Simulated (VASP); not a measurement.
# NaV (R-3m) in VASP: notebook

NaV is run at these levels: PBE; tasks: single point.

All numbers are computed with VASP 6.6.1; they aren't measurements. Logs are shortened: lines on timing, memory, paths and dates and some standing lists are left out, and cuts for length are marked.

## Step 1: The cell of the first run

It takes space group R-3m (No. 166, trigonal). Conventional cell: a = 2.870 Å, b = 2.870 Å, c = 13.712 Å, α = 90.00°, β = 90.00°, γ = 120.00°. Na (site symmetry -3m) has 6 V at 2.82 Å and 6 Na at 2.87 Å within 3.7 Å. V (site symmetry -3m) has 6 Na at 2.82 Å and 6 V at 2.87 Å within 3.7 Å.

## Step 2: Single point, PBE, collinear spin, ferromagnetic start

INCAR reads:

```
PREC = Accurate
ENCUT = 520
EDIFF = 1E-6
ISMEAR = 0
SIGMA = 0.1
LREAL = False
LASPH = True
NELM = 150
ALGO = Normal
ISIF = 2
LWAVE = False
LCHARG = False
ISPIN = 2
MAGMOM = 0 2
LORBIT = 11
LMAXMIX = 4
GGA = PE
NBANDS = 21
```

KPOINTS reads:

```
regular mesh
0
Gamma
  6 6 6
```

POSCAR reads:

```
NaV
1.0
    1.4349871314      0.8284902066      4.5706997518
   -1.4349871314      0.8284902066      4.5706997518
    0.0000000000     -1.6569804132      4.5706997518
Na V
1 1
Direct
    0.0000000000      0.0000000000      0.0000000000
    0.5000000000      0.5000000000      0.5000000000
```

Potentials or basis: VASP PAW PBE potentials, release 64 (Na_pv, V_sv).

Command:

```sh
cat potpaw_PBE.64/Na_pv/POTCAR potpaw_PBE.64/V_sv/POTCAR > POTCAR
mpirun -np 1 vasp_std > vasp.out
```

OUTCAR:

```text
PREC = Accurate
   ENCUT = 520
   EDIFF = 1E-6
   ISMEAR = 0
   LREAL = False
   LASPH = True
   NELM = 150
   ISIF = 2
   ISPIN = 2
   LORBIT = 11
   GGA = PE

 ion  position               nearest neighbor table
   1  0.000  0.000  0.000-   2 2.82   2 2.82   2 2.82   2 2.82   2 2.82   2 2.82
   2  0.500  0.500  0.500-   1 2.82   1 2.82   1 2.82   1 2.82   1 2.82   1 2.82

  LATTYP: Found a trigonal (rhomboedric) cell.
 ALAT       =     4.8617774847
 COS(alpha) =     0.8257648184

  Lattice vectors:

 A1 = (   1.4349871314,   0.8284902066,   4.5706997518)
 A2 = (  -1.4349871314,   0.8284902066,   4.5706997518)
 A3 = (   0.0000000000,  -1.6569804132,   4.5706997518)

Analysis of symmetry for initial positions (statically):
=====================================================================
 Subroutine PRICEL returns:
 Original cell was already a primitive cell.

 Routine SETGRP: Setting up the symmetry group for a
 trigonal (rhombohedral) supercell.

 Subroutine GETGRP returns: Found 12 space group operations
 (whereof 12 operations were pure point group operations)
 out of a pool of 12 trial point group operations.

The static configuration has the point symmetry D_3d.

Analysis of symmetry for dynamics (positions and initial velocities):
=====================================================================
 Subroutine PRICEL returns:
 Original cell was already a primitive cell.

 Routine SETGRP: Setting up the symmetry group for a
 trigonal (rhombohedral) supercell.

 Subroutine GETGRP returns: Found 12 space group operations
 (whereof 12 operations were pure point group operations)
 out of a pool of 12 trial point group operations.

The dynamic configuration has the point symmetry D_3d.

Analysis of structural, dynamic, and magnetic symmetry:
=====================================================================
 Subroutine PRICEL returns:
 Original cell was already a primitive cell.

 Routine SETGRP: Setting up the symmetry group for a
 trigonal (rhombohedral) supercell.

 Subroutine GETGRP returns: Found 12 space group operations
 (whereof 12 operations were pure point group operations)
 out of a pool of 12 trial point group operations.

The overall configuration has the point symmetry D_3d.

 Subroutine INISYM returns: Found 12 space group operations
 (whereof 12 operations are pure point group operations),
 and found     1 'primitive' translations

----------------------------------------------------------------------------------------

                                     Primitive cell

  volume of cell :      32.6039
[... 112 lines left out ...]
  Thomas-Fermi vector in A             =   2.514885
   LORBIT       =     11    0 simple, 1 ext, 2 COOP (PROOUT), +10 PAW based schemes
   GGA     = PE    functional components
   LHFCALC =     F    Hartree Fock is set to
   AEXX    =    0.0000 exact exchange contribution
   IVDW    =     0    specifies the selected vdW correction
   LEPSILON=     F    determine dielectric tensor
   LRPA    =     F    only Hartree local field effects (RPA)
 spin polarized calculation
 Gauss-broadening in eV      SIGMA  =   0.10
  energy-cutoff  :      520.00
  volume of cell :       32.60
 maximum number of plane-waves:       887
   NGX = 17   NGY = 17   NGZ = 17

 number of electron      19.9999994 magnetization       1.9703853

 Free energy of the ion-electron system (eV)
  ---------------------------------------------------
  ext. energy  EPLUGINS =         0.00000000
  ---------------------------------------------------
  free energy    TOTEN  =        -7.79878730 eV

  energy without entropy =       -7.79173298  energy(sigma->0) =       -7.79526014

 E-fermi :   5.5778     XC(G=0): -10.4863

 val. band max:        5.5513827533   @ k =  -0.3333   0.3333   0.0000
 cond. band min:       5.6073541148   @ k =   0.3333  -0.0000  -0.0000
 fundamental gap:      0.0559713615
 Fermi energy:         5.5777577907

 spin component 1

 k-point     1 :       0.0000    0.0000    0.0000
  band No.  band energies     occupation
      1     -59.0115      1.00000
      2     -32.8996      1.00000
      3     -32.6599      1.00000
      4     -32.6599      1.00000
      5     -18.3253      1.00000
      6     -18.1852      1.00000
[... 565 lines left out ...]
     20      21.0828      0.00000
     21      22.1752      0.00000

 [... further k-points ...]

 spin component 2

 k-point     1 :       0.0000    0.0000    0.0000
  band No.  band energies     occupation
      1     -57.5706      1.00000
      2     -31.4068      1.00000
      3     -31.2615      1.00000
      4     -31.2615      1.00000
      5     -18.2917      1.00000
      6     -18.1727      1.00000
[... 565 lines left out ...]
     20      21.6362      0.00000
     21      22.9121      0.00000

 [... further k-points ...]

------------------------ aborting loop because EDIFF is reached ----------------------------------------

  FORCE on cell =-STRESS in cart. coord.  units (eV):
  Direction    XX          YY          ZZ          XY          YZ          ZX
  --------------------------------------------------------------------------------------
  -------------------------------------------------------------------------------------
  Total        0.4731904      0.4731904      6.6077788      0.0000000      0.0000000      0.0000000
  in kB       23.2529006     23.2529006    324.7108128      0.0000000      0.0000000      0.0000000
  external PRESSURE =     123.7388714 kB  Pullay stress =       0.0000000 kB

 VOLUME and BASIS-vectors are now :
 -----------------------------------------------------------------------------
  energy-cutoff  :      520.00
  volume of cell :       32.60
      direct lattice vectors                 reciprocal lattice vectors
     1.434987131  0.828490207  4.570699752     0.348435180  0.201169145  0.072928294
    -1.434987131  0.828490207  4.570699752    -0.348435180  0.201169145  0.072928294
     0.000000000 -1.656980413  4.570699752     0.000000000 -0.402338290  0.072928294

 POSITION                                       TOTAL-FORCE (eV/Angst)
 -----------------------------------------------------------------------------------
      0.00000      0.00000      0.00000         0.000000      0.000000      0.000000
      0.00000      0.00000      6.85605        -0.000000      0.000000      0.000000
 -----------------------------------------------------------------------------------
    total drift:                                0.000000     -0.000000      0.000000

  FREE ENERGIE OF THE ION-ELECTRON SYSTEM (eV)
  ---------------------------------------------------
  free  energy   TOTEN  =        -7.7987872989 eV

  energy  without entropy=       -7.7917329811  energy(sigma->0) =       -7.79526014

 total charge

# of ion       s       p       d       tot
------------------------------------------
    1        0.177   6.034   0.000   6.211
    2        2.320   6.119   2.997  11.436
--------------------------------------------------
tot          2.497  12.153   2.997  17.647

 magnetization (x)

# of ion       s       p       d       tot
------------------------------------------
    1       -0.005   0.019   0.000   0.014
    2        0.028   0.058   1.459   1.545
--------------------------------------------------
tot          0.023   0.077   1.459   1.559
```

stdout:

```text
POSCAR found type information on POSCAR NaV
 POSCAR found :  2 types and       2 ions
 scaLAPACK will be used
 LDA part: xc-table for (Slater+PW92), standard interpolation
 POSCAR, INCAR and KPOINTS ok, starting setup
 FFT: planning ... GRIDC
 FFT: planning ... GRID_SOFT
 FFT: planning ... GRID
 WAVECAR not read
 entering main loop
```

Run time: 78 s. Hardware: 1 thread of AMD EPYC 7R13 (Zen 3), shared host; peak memory 0.22 GiB.

Results:

| Quantity | Value |
| --- | --- |
| Free energy | -7.7988 eV |
| Pressure | 12.4 GPa |
| Band gap on the k mesh | zero (filled and empty bands overlap) |
| Net moment | 1.97 μB per cell |
| Site moments | Na +0.01; V +1.54 μB |
| Valence electrons inside the program's atomic spheres | Na 6.21; V 11.44 |

Caveat: the k points lie up to 0.43 Å⁻¹ apart.

## Step 3: Single point, PBE, collinear spin, ferromagnetic start

This run uses another cell than the first one, of 19.32 Å³/atom, 1.185 times its volume.

INCAR reads:

```
SYSTEM = NaV
PREC = Accurate
ENCUT = 520
EDIFF = 1E-7
ISMEAR = 0
SIGMA = 0.1
LREAL = .FALSE.
LASPH = .TRUE.
NELM = 150
ALGO = Normal
ISIF = 2
LWAVE = .FALSE.
LCHARG = .FALSE.
ISPIN = 2
MAGMOM = 0 1.72
LORBIT = 11
LMAXMIX = 4
GGA = PE
NBANDS = 21
```

KPOINTS reads:

```
Automatic mesh
0
G
  6 6 6
  0 0 0
```

POSCAR reads:

```
NaV
1.0
    1.4080422124      0.8129335504      5.6269093399
   -1.4080422124      0.8129335504      5.6269093399
    0.0000000000     -1.6258671007      5.6269093399
Na V
1 1
Direct
    0.0000000000      0.0000000000      0.0000000000
    0.5000000000      0.5000000000      0.5000000000
```

Potentials or basis: VASP PAW PBE potentials, release 64 (Na_pv, V_sv).

Command:

```sh
cat potpaw_PBE.64/Na_pv/POTCAR potpaw_PBE.64/V_sv/POTCAR > POTCAR
mpirun -np 1 vasp_std > vasp.out
```

OUTCAR:

```text
SYSTEM = NaV
   PREC = Accurate
   ENCUT = 520
   EDIFF = 1E-7
   ISMEAR = 0
   LREAL = .FALSE.
   LASPH = .TRUE.
   NELM = 150
   ISIF = 2
   ISPIN = 2
   LORBIT = 11
   GGA = PE

 ion  position               nearest neighbor table
   1  0.000  0.000  0.000-
   2  0.500  0.500  0.500-

  LATTYP: Found a trigonal (rhomboedric) cell.
 ALAT       =     5.8570942069
 COS(alpha) =     0.8844162111

  Lattice vectors:

 A1 = (   1.4080422124,   0.8129335504,   5.6269093399)
 A2 = (  -1.4080422124,   0.8129335504,   5.6269093399)
 A3 = (   0.0000000000,  -1.6258671007,   5.6269093399)

Analysis of symmetry for initial positions (statically):
=====================================================================
 Subroutine PRICEL returns:
 Original cell was already a primitive cell.

 Routine SETGRP: Setting up the symmetry group for a
 trigonal (rhombohedral) supercell.

 Subroutine GETGRP returns: Found 12 space group operations
[... 775 lines left out ...]
      3     -33.5334      1.00000
      4     -33.5334      1.00000
      5     -20.0350      1.00000
      6     -20.0068      1.00000
[... 565 lines left out ...]
     20      17.1319      0.00000
     21      17.7164      0.00000

 [... further k-points ...]

------------------------ aborting loop because EDIFF is reached ----------------------------------------

  FORCE on cell =-STRESS in cart. coord.  units (eV):
  Direction    XX          YY          ZZ          XY          YZ          ZX
  --------------------------------------------------------------------------------------
  -------------------------------------------------------------------------------------
  Total       -1.6524907     -1.6524907      0.4028935      0.0000000      0.0000000     -0.0000000
  in kB      -68.5105910    -68.5105910     16.7035586      0.0000000      0.0000000     -0.0000000
  external PRESSURE =     -40.1058745 kB  Pullay stress =       0.0000000 kB

 VOLUME and BASIS-vectors are now :
 -----------------------------------------------------------------------------
  energy-cutoff  :      520.00
  volume of cell :       38.64
      direct lattice vectors                 reciprocal lattice vectors
     1.408042212  0.812933550  5.626909340     0.355102990  0.205018807  0.059239151
    -1.408042212  0.812933550  5.626909340    -0.355102990  0.205018807  0.059239151
     0.000000000 -1.625867101  5.626909340     0.000000000 -0.410037614  0.059239151

 POSITION                                       TOTAL-FORCE (eV/Angst)
 -----------------------------------------------------------------------------------
      0.00000      0.00000      0.00000        -0.000000     -0.000000      0.000000
      0.00000      0.00000      8.44036         0.000000      0.000000     -0.000000
 -----------------------------------------------------------------------------------
    total drift:                                0.000000      0.000000     -0.000000

  FREE ENERGIE OF THE ION-ELECTRON SYSTEM (eV)
  ---------------------------------------------------
  free  energy   TOTEN  =        -8.4346362788 eV

  energy  without entropy=       -8.4219259627  energy(sigma->0) =       -8.42828112

 total charge

# of ion       s       p       d       tot
------------------------------------------
    1        0.135   6.003   0.000   6.138
    2        2.295   6.106   2.916  11.317
--------------------------------------------------
tot          2.430  12.109   2.916  17.455

 magnetization (x)

# of ion       s       p       d       tot
------------------------------------------
    1       -0.000   0.000   0.000  -0.000
    2       -0.000  -0.000   0.000   0.000
--------------------------------------------------
tot         -0.000  -0.000   0.000   0.000
```

stdout:

```text
POSCAR found type information on POSCAR NaV
 POSCAR found :  2 types and       2 ions
 scaLAPACK will be used
 LDA part: xc-table for (Slater+PW92), standard interpolation
 POSCAR, INCAR and KPOINTS ok, starting setup
 FFT: planning ... GRIDC
 FFT: planning ... GRID_SOFT
 FFT: planning ... GRID
 WAVECAR not read
 entering main loop
```

It took 5.2 min on 1 thread of AMD EPYC 7R13 (Zen 3), shared host; peak memory 0.37 GiB.

Results:

| Quantity | Value |
| --- | --- |
| Free energy | -8.4346 eV |
| Pressure | -4.0 GPa |
| Band gap on the k mesh | zero (filled and empty bands overlap) |
| Net moment | 0.00 μB per cell |
| Valence electrons inside the program's atomic spheres | Na 6.14; V 11.32 |

Caveat: the k points lie up to 0.43 Å⁻¹ apart.
